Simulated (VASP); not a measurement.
**ZnCu: electric field gradients with PBEsol**

ZnCu:

```xyz
2
Lattice="2.9645 0.0000 0.0000 0.0000 2.9645 0.0000 0.0000 0.0000 2.9645" Properties=species:S:1:pos:R:3 pbc="T T T"
Zn    1.4823    1.4823    1.4823
Cu    0.0000    0.0000    0.0000
```

This cell differs from its parent crystal: volume scaled by 1.02.

* Program: VASP 6.6.1
* Task: electric field gradients
* Functional: PBEsol
* Potentials or basis: VASP PAW PBE potentials, release 64 (Zn, Cu)
* Cutoff: 520 eV
* k mesh: 14 × 14 × 14
* Occupations: fermi-dirac, width 0.05 eV
* Spin: no spin polarisation
* Dipole correction: no
* Further INCAR settings: ALGO = Normal; EDIFF = 1e-08; NBANDS = 18

| Quantity | Value |
| --- | --- |
| Pressure | -6.3 GPa |

Levels at points of the mesh, in eV from the Fermi level:
```tsv
k point	band 9	band 10	band 11	band 12	band 13	band 14	band 15	band 16
(0.00, 0.00, 0.00)	-2.70	-2.70	-2.70	6.12	6.12	6.12	11.13	11.13
(0.50, 0.00, 0.00)	-3.23	-3.23	-2.77	-1.99	11.50	11.50	12.14	12.14
(0.50, 0.50, 0.00)	-2.85	-2.46	-1.85	-1.85	1.66	2.01	13.67	15.34
(0.50, 0.50, 0.50)	-2.44	-2.44	3.68	4.27	4.27	4.27	4.44	4.44
```

It took 33 s on 1 thread of Intel Xeon 6975P-C, with other jobs on the host, peak memory 0.19 GiB.

Caveat: without QUAD_EFG the Cq values of the log hold for a quadrupole moment of 1 mb, not for the nuclei; the PAW data sets were made with another functional, which shifts forces and pressure a little.
